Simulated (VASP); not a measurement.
# Pb (P6/mmm) in VASP: further runs, part 3 of 3

VASP 6.6.1. Earlier steps stand in the parts before.

### Step 5. Single point, RPBE

This run uses another cell than the first one, of 33.56 Å³/atom, 1.136 times its volume.

Input file INCAR:

```
PREC = Accurate ; ENCUT = 520
EDIFF = 1E-7 ; ISMEAR = -1
SIGMA = 0.1 ; LREAL = False
LASPH = True ; NELM = 100
ALGO = Normal ; ISIF = 2
LWAVE = False ; LCHARG = False
GGA = RP ; NBANDS = 28
```

Input file KPOINTS:

```
regular mesh
0
Gamma
  8 8 12
```

Input file POSCAR:

```
Pb
1.0
    5.7758268996      0.0000000000      0.0000000000
   -2.8879134498      5.0020128229      0.0000000000
    0.0000000000      0.0000000000      3.4846963481
Pb
3
Direct
    1.0000000000      0.0000000000      0.0000000000
    0.3333333333      0.6666666667      0.5000000000
    0.6666666667      0.3333333333      0.5000000000
```

Potentials or basis: VASP PAW PBE potentials, release 64 (Pb_d).

The run is started by

```bash
$ cat potpaw_PBE.64/Pb_d/POTCAR > POTCAR
$ mpirun -np 1 vasp_std > vasp.out
```

OUTCAR:

```text
PREC = Accurate
   ENCUT = 520
   EDIFF = 1E-7
   ISMEAR = -1
   LREAL = False
   LASPH = True
   NELM = 100
   ISIF = 2
   GGA = RP

 ion  position               nearest neighbor table
   1  0.000  0.000  0.000-   2 3.76   3 3.76   2 3.76   3 3.76   2 3.76   2 3.76   3 3.76   3 3.76
                             3 3.76   3 3.76   2 3.76   2 3.76
   2  0.333  0.667  0.500-   3 3.33   3 3.33   3 3.33   1 3.76   1 3.76   1 3.76   1 3.76   1 3.76
                             1 3.76
   3  0.667  0.333  0.500-   2 3.33   2 3.33   2 3.33   1 3.76   1 3.76   1 3.76   1 3.76   1 3.76
                             1 3.76

  LATTYP: Found a hexagonal cell.
 ALAT       =     5.7758268996
 C/A-ratio  =     0.6033242354

  Lattice vectors:

 A1 = (   5.7758268996,   0.0000000000,   0.0000000000)
 A2 = (  -2.8879134498,   5.0020128229,   0.0000000000)
 A3 = (   0.0000000000,   0.0000000000,   3.4846963481)

Analysis of symmetry for initial positions (statically):
=====================================================================
 Subroutine PRICEL returns:
 Original cell was already a primitive cell.

 Routine SETGRP: Setting up the symmetry group for a
 hexagonal supercell.

 Subroutine GETGRP returns: Found 24 space group operations
 (whereof 24 operations were pure point group operations)
 out of a pool of 24 trial point group operations.

The static configuration has the point symmetry D_6h.

Analysis of symmetry for dynamics (positions and initial velocities):
=====================================================================
 Subroutine PRICEL returns:
 Original cell was already a primitive cell.

 Routine SETGRP: Setting up the symmetry group for a
 hexagonal supercell.

 Subroutine GETGRP returns: Found 24 space group operations
 (whereof 24 operations were pure point group operations)
 out of a pool of 24 trial point group operations.

The dynamic configuration has the point symmetry D_6h.

 Subroutine INISYM returns: Found 24 space group operations
 (whereof 24 operations are pure point group operations),
 and found     1 'primitive' translations

----------------------------------------------------------------------------------------

                                     Primitive cell

  volume of cell :     100.6755

  direct lattice vectors                    reciprocal lattice vectors
     5.775826900  0.000000000  0.000000000     0.173135383  0.099959760  0.000000000
    -2.887913450  5.002012823  0.000000000     0.000000000  0.199919519  0.000000000
     0.000000000  0.000000000  3.484696348     0.000000000  0.000000000  0.286969050

  length of vectors
     5.775826900  5.775826900  3.484696348     0.199919519  0.199919519  0.286969050

  position of ions in fractional coordinates (direct lattice)
     0.000000000  0.000000000  0.000000000
     0.333333333  0.666666667  0.500000000
     0.666666667  0.333333333  0.500000000

  ion indices of the primitive-cell ions
   primitive index   ion index
                 1           1
                 2           2
                 3           3

----------------------------------------------------------------------------------------

 KPOINTS: regular mesh

Automatic generation of k-mesh.
 Grid dimensions read from file:
 generate k-points for:    8    8   12

 Generating k-lattice:

  Cartesian coordinates                     Fractional coordinates (reciprocal lattice)
     0.021641923  0.012494970  0.000000000     0.125000000  0.000000000  0.000000000
     0.000000000  0.024989940  0.000000000     0.000000000  0.125000000  0.000000000
     0.000000000  0.000000000  0.023914087     0.000000000  0.000000000  0.083333333

  Length of vectors
     0.024989940  0.024989940  0.023914087

  Shift w.r.t. Gamma in fractional coordinates (k-lattice)
     0.000000000  0.000000000  0.000000000

 Subroutine IBZKPT returns following result:
 ===========================================

 Found     70 irreducible k-points:

 Following reciprocal coordinates:
            Coordinates               Weight
  0.000000  0.000000  0.000000      1.000000
  0.125000 -0.000000  0.000000      6.000000
  0.250000 -0.000000  0.000000      6.000000
  0.375000 -0.000000  0.000000      6.000000
  0.500000 -0.000000  0.000000      3.000000
  0.125000  0.125000  0.000000      6.000000
[... 16 lines left out ...]
  0.250000 -0.000000  0.166667     12.000000
  0.375000 -0.000000  0.166667     12.000000
 [... further k-points ...]
   k-points           NKPTS =     70   k-points in BZ     NKDIM =     70   number of bands    NBANDS=     28
   number of dos      NEDOS =    301   number of ions     NIONS =      3
   total plane-waves  NPLWV =  64512
   dimension x,y,z NGX =    48 NGY =   48 NGZ =   28
   dimension x,y,z NGXF=    96 NGYF=   96 NGZF=   56
   ions per type =               3
   NGX,Y,Z   is equivalent  to a cutoff of  13.82, 13.82, 13.36 a.u.
   NGXF,Y,Z  is equivalent  to a cutoff of  27.63, 27.63, 26.72 a.u.
 SYSTEM =  unknown system
   PREC   = accura    normal or accurate (medium, high low for compatibility)
   ISTART =      0    job   : 0-new  1-cont  2-samecut
   ICHARG =      2    charge: 1-file 2-atom 10-const
   ISPIN  =      1    spin polarized calculation?
   LNONCOLLINEAR =      F non collinear calculations
   LSORBIT =      F    spin-orbit coupling
   LASPH  =      T    aspherical Exc in radial PAW
   ENCUT  =  520.0 eV  38.22 Ry    6.18 a.u.  10.74 10.74  6.48*2*pi/ulx,y,z
   NELM   =    100;   NELMIN=  2; NELMDL= -5     # of ELM steps
   EDIFF  = 0.1E-06   stopping-criterion for ELM
   LREAL  =      F    real-space projection
   EDIFFG = 0.1E-05   stopping-criterion for IOM
   NSW    =      0    number of steps for IOM
   IBRION =     -1    ionic relax: 0-MD 1-quasi-New 2-CG
   NFREE  =      0    steps in history (QN), initial steepest desc. (CG)
   ISIF   =      2    stress and relaxation
   ISYM   =      2    0-nonsym 1-usesym 2-fastsym
   POTIM  = 0.5000    time-step for ionic-motion
   TEBEG  =    0.0;   TEEND  =   0.0 temperature during run
   PSTRESS=    0.0 pullay stress
   NELECT =      42.0000    total number of electrons
   NUPDOWN=      -1.0000    fix difference up-down
   EMIN   =  10.00;   EMAX   =-10.00  energy-range for DOS
   EFERMI =   0.00;   METHOD = LEGACY
   ISMEAR =    -1;   SIGMA  =   0.10  broadening in eV -4-tet -1-fermi 0-gaus
   EFERMI_NEDOS =   21; number of points for ismear=-14 and -15
   IALGO  =     38    algorithm
   IMIX   =      4    mixing-type and parameters
     AMIX     =   0.40;   BMIX     =  1.00
     AMIX_MAG =   1.60;   BMIX_MAG =  1.00
  volume/ion in A,a.u.               =      33.56       226.46
  Fermi-wavevector in a.u.,A,eV,Ry     =   1.223254  2.311615 20.359081  1.496350
  Thomas-Fermi vector in A             =   2.358371
   LORBIT       =      0    0 simple, 1 ext, 2 COOP (PROOUT), +10 PAW based schemes
   GGA     = RP    functional components
   LHFCALC =     F    Hartree Fock is set to
   AEXX    =    0.0000 exact exchange contribution
   IVDW    =     0    specifies the selected vdW correction
   LEPSILON=     F    determine dielectric tensor
   LRPA    =     F    only Hartree local field effects (RPA)
 non-spin polarized calculation
  energy-cutoff  :      520.00
  volume of cell :      100.68
 maximum number of plane-waves:      2737
 NGX is ok and might be reduce to    48
   NGX = 21   NGY = 21   NGZ = 13

 number of electron      42.0000003 magnetization

 Free energy of the ion-electron system (eV)
  ---------------------------------------------------
  ext. energy  EPLUGINS =         0.00000000
  ---------------------------------------------------
  free energy    TOTEN  =        -9.43751411 eV

  energy without entropy =       -9.39058303  energy(sigma->0) =       -9.41404857

 E-fermi :   6.2863     XC(G=0):  -9.5987

 val. band max:        6.2854393759   @ k =   0.2500  -0.0000   0.3333
 cond. band min:       6.3129457126   @ k =   0.3750   0.2500   0.3333
 fundamental gap:      0.0275063367
 Fermi energy:         6.2862706774

 k-point     1 :       0.0000    0.0000    0.0000
  band No.  band energies     occupation
      1     -10.9771      2.00000
      2     -10.8470      2.00000
      3     -10.8470      2.00000
      4     -10.8272      2.00000
      5     -10.7932      2.00000
      6     -10.7932      2.00000
[... 20 lines left out ...]
     27      13.2568      0.00000
     28      13.3779      0.00000
[... 683 lines left out ...]
 k-point    24 :       0.3750   -0.0000    0.1667
  band No.  band energies     occupation
      1     -10.9060      2.00000
      2     -10.8634      2.00000
      3     -10.8550      2.00000
      4     -10.8326      2.00000
      5     -10.8221      2.00000
      6     -10.7529      2.00000
[... 20 lines left out ...]
     27      10.6125      0.00000
     28      13.5325      0.00000

 [... further k-points ...]
[... 5 lines left out ...]
  --------------------------------------------------------------------------------------
  -------------------------------------------------------------------------------------
  Total       -0.1217853     -0.1217853     -0.0470671      0.0000000     -0.0000000     -0.0000000
  in kB       -1.9381236     -1.9381236     -0.7490384      0.0000000     -0.0000000     -0.0000000
  external PRESSURE =      -1.5417619 kB  Pullay stress =       0.0000000 kB

 VOLUME and BASIS-vectors are now :
 -----------------------------------------------------------------------------
  energy-cutoff  :      520.00
  volume of cell :      100.68
      direct lattice vectors                 reciprocal lattice vectors
     5.775826900  0.000000000  0.000000000     0.173135383  0.099959760  0.000000000
    -2.887913450  5.002012823  0.000000000     0.000000000  0.199919519  0.000000000
     0.000000000  0.000000000  3.484696348     0.000000000  0.000000000  0.286969050

 POSITION                                       TOTAL-FORCE (eV/Angst)
 -----------------------------------------------------------------------------------
      0.00000      0.00000      0.00000        -0.000000      0.000000      0.000000
     -0.00000      3.33468      1.74235         0.000000     -0.000000      0.000000
      2.88791      1.66734      1.74235        -0.000000      0.000000     -0.000000
 -----------------------------------------------------------------------------------
    total drift:                               -0.000000      0.000000     -0.000000

  FREE ENERGIE OF THE ION-ELECTRON SYSTEM (eV)
  ---------------------------------------------------
  free  energy   TOTEN  =        -9.4375141070 eV

  energy  without entropy=       -9.3905830284  energy(sigma->0) =       -9.41404857
```

OSZICAR:

```text
N       E                     dE             d eps       ncg     rms          rms(c)
DAV:   1     0.480535837016E+03    0.48054E+03   -0.20701E+04  3920   0.176E+03
DAV:   2     0.312791697696E+02   -0.44926E+03   -0.44220E+03  3932   0.459E+02
DAV:   3    -0.789424749964E+01   -0.39173E+02   -0.38674E+02  4776   0.174E+02
DAV:   4    -0.939219053773E+01   -0.14979E+01   -0.14949E+01  4532   0.395E+01
DAV:   5    -0.946050710374E+01   -0.68317E-01   -0.68314E-01  5188   0.721E+00    0.853E-01
DAV:   6    -0.943788234628E+01    0.22625E-01   -0.62871E-02  5548   0.542E+00    0.462E-01
DAV:   7    -0.943669215928E+01    0.11902E-02   -0.53200E-02  4856   0.268E+00    0.200E-01
DAV:   8    -0.943718699088E+01   -0.49483E-03   -0.48540E-03  4804   0.116E+00    0.105E-01
DAV:   9    -0.943750268283E+01   -0.31569E-03   -0.73006E-04  4708   0.286E-01    0.200E-02
DAV:  10    -0.943751260507E+01   -0.99222E-05   -0.64355E-05  5496   0.842E-02    0.764E-03
DAV:  11    -0.943751486198E+01   -0.22569E-05   -0.62726E-06  4872   0.340E-02    0.321E-03
DAV:  12    -0.943751393987E+01    0.92210E-06   -0.19898E-06  4536   0.189E-02    0.919E-04
DAV:  13    -0.943751417097E+01   -0.23109E-06   -0.29566E-07  3492   0.785E-03    0.372E-04
DAV:  14    -0.943751410701E+01    0.63956E-07   -0.19131E-08  2152   0.132E-03
   1 F= -.94375141E+01 E0= -.94140486E+01  d E =-.469311E-01
```

stdout:

```text
POSCAR found type information on POSCAR Pb
 POSCAR found :  1 types and       3 ions
 scaLAPACK will be used
 -----------------------------------------------------------------------------
|                                                                             |
|                                                                             |
|     You enforced a specific xc type in the INCAR file but a different       |
|     I HOPE YOU KNOW WHAT YOU ARE DOING!                                     |
|                                                                             |
 -----------------------------------------------------------------------------

 LDA part: xc-table for (Slater+PW92), standard interpolation
 POSCAR, INCAR and KPOINTS ok, starting setup
 FFT: planning ... GRIDC
 FFT: planning ... GRID_SOFT
 FFT: planning ... GRID
 WAVECAR not read
 entering main loop
```

Run time: 83 s. Hardware: 1 thread of Intel Xeon 6975P-C (Granite Rapids), shared host; peak memory 0.32 GiB.

Results:

```
Free energy            : -9.4375 eV
Pressure               : -0.2 GPa
Band gap on the k mesh : zero (band 21 reaches 7.85 eV, above the bottom of band 22 at 4.53 eV)
```

Stress tensor (GPa, compression positive):
```
-0.19  0.00  0.00
 0.00 -0.19  0.00
 0.00  0.00 -0.07
```

Levels at points of the mesh, in eV from the Fermi level:
```
           k point  band 19  band 20  band 21  band 22  band 23  band 24
(0.00, 0.00, 0.00)    -1.87    -1.87    -1.75    -1.75     2.89     6.62
(0.50, 0.00, 0.00)    -3.59     0.39     0.47     2.72     3.03     3.68
(0.00, 0.00, 0.50)    -2.04    -1.22    -0.22    -0.22    -0.15     0.99
(0.50, 0.00, 0.50)    -3.14    -2.59    -1.32    -0.99     0.61     2.88
```

Caveat: the PAW data sets were made with another functional, which shifts forces and pressure a little; spin-orbit coupling is left out, which moves the levels of the heavy elements.

### Step 6. Single point, RPBE (volume scaled by 1.04)

Input file INCAR:

```
  PREC = Accurate
  ENCUT = 520
  EDIFF = 1E-6
  ISMEAR = -1
  SIGMA = 0.1
  LREAL = False
  LASPH = True
  NELM = 60
  ALGO = Normal
  ISIF = 2
  LWAVE = False
  LCHARG = False
  GGA = RP
  NBANDS = 28
```

KPOINTS is that of step 5.

Input file POSCAR:

```
Pb
1.0
    5.8518333382      0.0000000000      0.0000000000
   -2.9259166691      5.0678363296      0.0000000000
    0.0000000000      0.0000000000      3.5305528746
Pb
3
Direct
    1.0000000000      0.0000000000      0.0000000000
    0.3333333333      0.6666666667      0.5000000000
    0.6666666667      0.3333333333      0.5000000000
```

Potentials or basis: VASP PAW PBE potentials, release 64 (Pb_d).

The run is started by

```bash
$ cat potpaw_PBE.64/Pb_d/POTCAR > POTCAR
$ mpirun -np 1 vasp_std > vasp.out
```

OUTCAR:

```text
PREC = Accurate
   ENCUT = 520
   EDIFF = 1E-6
   ISMEAR = -1
   LREAL = False
   LASPH = True
   NELM = 60
   ISIF = 2
   GGA = RP

 ion  position               nearest neighbor table
   1  0.000  0.000  0.000-   2 3.81   3 3.81   2 3.81   3 3.81   3 3.81   3 3.81   2 3.81   2 3.81
                             3 3.81   3 3.81   2 3.81   2 3.81
   2  0.333  0.667  0.500-   3 3.38   3 3.38   3 3.38   1 3.81   1 3.81   1 3.81   1 3.81   1 3.81
                             1 3.81
   3  0.667  0.333  0.500-   2 3.38   2 3.38   2 3.38   1 3.81   1 3.81   1 3.81   1 3.81   1 3.81
                             1 3.81

[... 936 lines left out ...]

 [... further k-points ...]
[... 5 lines left out ...]
  --------------------------------------------------------------------------------------
  -------------------------------------------------------------------------------------
  Total       -0.9352203     -0.9352203     -0.7761155      0.0000000      0.0000000      0.0000000
  in kB      -14.3109109    -14.3109109    -11.8762597      0.0000000      0.0000000      0.0000000
  external PRESSURE =     -13.4993605 kB  Pullay stress =       0.0000000 kB

 VOLUME and BASIS-vectors are now :
 -----------------------------------------------------------------------------
  energy-cutoff  :      520.00
  volume of cell :      104.70
      direct lattice vectors                 reciprocal lattice vectors
     5.851833338  0.000000000  0.000000000     0.170886617  0.098661434  0.000000000
    -2.925916669  5.067836330  0.000000000     0.000000000  0.197322868  0.000000000
     0.000000000  0.000000000  3.530552875     0.000000000  0.000000000  0.283241757

 POSITION                                       TOTAL-FORCE (eV/Angst)
 -----------------------------------------------------------------------------------
      0.00000      0.00000      0.00000        -0.000000      0.000000      0.000000
     -0.00000      3.37856      1.76528        -0.000000      0.000000      0.000000
      2.92592      1.68928      1.76528         0.000000      0.000000      0.000000
 -----------------------------------------------------------------------------------
    total drift:                               -0.000000      0.000000     -0.000000

  FREE ENERGIE OF THE ION-ELECTRON SYSTEM (eV)
  ---------------------------------------------------
  free  energy   TOTEN  =        -9.4197280015 eV

  energy  without entropy=       -9.3703408589  energy(sigma->0) =       -9.39503443
```

OSZICAR:

```text
N       E                     dE             d eps       ncg     rms          rms(c)
DAV:   1     0.476709672362E+03    0.47671E+03   -0.20474E+04  3920   0.173E+03
DAV:   2     0.307414850779E+02   -0.44597E+03   -0.43881E+03  3944   0.457E+02
DAV:   3    -0.790149869181E+01   -0.38643E+02   -0.38189E+02  4768   0.173E+02
DAV:   4    -0.936833188694E+01   -0.14668E+01   -0.14647E+01  4496   0.395E+01
DAV:   5    -0.943933417475E+01   -0.71002E-01   -0.71000E-01  5208   0.743E+00    0.820E-01
DAV:   6    -0.941882747114E+01    0.20507E-01   -0.64753E-02  5552   0.545E+00    0.449E-01
DAV:   7    -0.941870288071E+01    0.12459E-03   -0.51982E-02  4900   0.252E+00    0.207E-01
DAV:   8    -0.941933805257E+01   -0.63517E-03   -0.39750E-03  4696   0.989E-01    0.107E-01
DAV:   9    -0.941971726301E+01   -0.37921E-03   -0.78354E-04  4632   0.267E-01    0.208E-02
DAV:  10    -0.941972605138E+01   -0.87884E-05   -0.68924E-05  5348   0.890E-02    0.755E-03
DAV:  11    -0.941972880856E+01   -0.27572E-05   -0.62468E-06  4212   0.343E-02    0.357E-03
DAV:  12    -0.941972800154E+01    0.80702E-06   -0.25597E-06  3004   0.200E-02
   1 F= -.94197280E+01 E0= -.93950344E+01  d E =-.493871E-01
```

It took 80 s on 1 thread of Intel Xeon 6975P-C (Granite Rapids), shared host; peak memory 0.34 GiB.

What came out:

```
Free energy            : -9.4197 eV
Pressure               : -1.3 GPa
Band gap on the k mesh : zero (band 21 reaches 7.43 eV, above the bottom of band 22 at 4.24 eV)
```

Levels at points of the mesh, in eV from the Fermi level:
```
           k point  band 19  band 20  band 21  band 22  band 23  band 24
(0.00, 0.00, 0.00)    -1.77    -1.77    -1.66    -1.66     2.81     6.48
(0.50, 0.00, 0.00)    -3.43     0.31     0.40     2.63     2.96     3.55
(0.00, 0.00, 0.50)    -2.01    -1.19    -0.19    -0.19    -0.12     0.98
(0.50, 0.00, 0.50)    -2.99    -2.51    -1.25    -0.93     0.62     2.74
```

Caveat: the cell differs from its parent crystal (volume scaled by 1.04); the PAW data sets were made with another functional, which shifts forces and pressure a little; spin-orbit coupling is left out, which moves the levels of the heavy elements.

### Step 7. Summary

| cell | gap on the mesh (eV) | pressure (GPa) |
| --- | --- | --- |
| a = 5.535, b = 5.535, c = 3.339 Å, angles 90.0, 90.0, 120.0°, 3 atoms | none | 5.7 |
| a = 5.618, b = 5.618, c = 3.389 Å, angles 90.0, 90.0, 120.0°, 3 atoms | none | 3.3 |
| a = 5.698, b = 5.698, c = 3.438 Å, angles 90.0, 90.0, 120.0°, 3 atoms | none | 1.4 |
| a = 5.776, b = 5.776, c = 3.485 Å, angles 90.0, 90.0, 120.0°, 3 atoms | none | -0.2 |
| a = 5.852, b = 5.852, c = 3.531 Å, angles 90.0, 90.0, 120.0°, 3 atoms | none | -1.3 |

Alike in all rows: task single point; level RPBE; potentials or basis VASP PAW PBE potentials, release 64 (Pb_d); no spin polarisation; k mesh 8 × 8 × 12; cutoff (eV) 520; smearing fermi-dirac 0.1 eV.

Caveats: the PAW data sets were made with another functional, which shifts forces and pressure a little; spin-orbit coupling is left out, which moves the levels of the heavy elements.

Absolute energies hang on the potentials; compare differences alone.
